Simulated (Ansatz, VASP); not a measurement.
CuI, level by level in two programs

```
CELL_PARAMETERS angstrom
0.00000 3.03150 3.03150
3.03150 0.00000 3.03150
3.03150 3.03150 0.00000
ATOMIC_POSITIONS crystal
I 0.00000 0.00000 0.00000
Cu 0.75000 0.75000 0.75000
```

Single points on this cell with VASP 6.6.1 and Ansatz 0.2.0. Each row is one pair of runs. Alike in all rows: k mesh: 8 × 8 × 8.

```tsv
level	spin	smearing	VASP's potentials, cutoff	Ansatz's potentials, cutoff	pressure (GPa), VASP	pressure (GPa), Ansatz
b88 exchange, pbe correlation	off	fermi-dirac, width 0.01 eV	VASP PAW PBE potentials, release 64 (I, Cu), 600 eV	Ansatz PAW, 420 eV	0.6	0.3
r2SCAN	non-collinear, zero start, SOC	methfessel-paxton of order 1, width 0.05 eV	VASP PAW PBE potentials, release 64 (I, Cu), 520 eV	Ansatz NC, 1260 eV	-0.8	-0.9
PBE	off	gaussian, width 0.012 eV	VASP PAW PBE potentials, release 64 (I, Cu), 520 eV	Ansatz PAW, 420 eV	0.3	0.3
```

Pressure (GPa): the two programs differ by at most 0.33.

VASP's potentials hold 18 valence electrons a cell and Ansatz's 36, so a difference there can come from the potentials and not from the codes.
